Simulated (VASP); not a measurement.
A run of VASP 6.6.1 is set up as follows.

File INCAR:

```
SYSTEM = PbI2
ALGO     = Normal         ! electronic algorithm
EDIFF    = 1E-6           ! SCF threshold, eV
ENCUT    = 500            ! plane-wave cutoff, eV
GGA      = PE             ! functional
GGA_COMPAT= .False.      
ISIF     = 2              ! what is computed and relaxed
ISMEAR   = 0              ! smearing method
LASPH    = .True.         ! aspherical terms in the spheres
LCHARG   = .False.        ! write CHGCAR
LREAL    = .False.        ! projectors in reciprocal space
LWAVE    = .False.        ! write WAVECAR
NBANDS   = 21             ! bands
NELM     = 120            ! most SCF steps
PREC     = Accurate       ! precision mode
SIGMA    = 0.02           ! smearing width, eV
```

The input KPOINTS:

```
k-points
0
Gamma
  6 6 4
  0 0 0
```

Contents of POSCAR:

```
PbI2
1.0
    4.6369616309      0.0000000000      0.0000000000
   -2.3184808155      4.0157265687      0.0000000000
    0.0000000000      0.0000000000      7.3591980979
Pb I
1 2
Direct
    0.0000000000      0.0000000000      0.0000000000
    0.3333333333      0.6666666667      0.2539386186
    0.6666666667      0.3333333333      0.7460613814
```

Potentials or basis: VASP PAW PBE potentials, release 64 (Pb_d, I).

Run with:

```sh
$ cat potpaw_PBE.64/Pb_d/POTCAR potpaw_PBE.64/I/POTCAR > POTCAR
$ mpirun -np 1 vasp_std > vasp.out
```

What does it give for the pressure?

0.3 GPa.

Predict the largest force.

0.007 eV/Å.

Forces in eV/Å, atoms in the order of the input:
```
Pb   0.000  0.000  0.000
I    0.000  0.000  0.007
I    0.000  0.000 -0.007
```

Caveat: this functional lacks dispersion, which binds layers or chains, so the pressure and a relaxed spacing across them are unreliable.
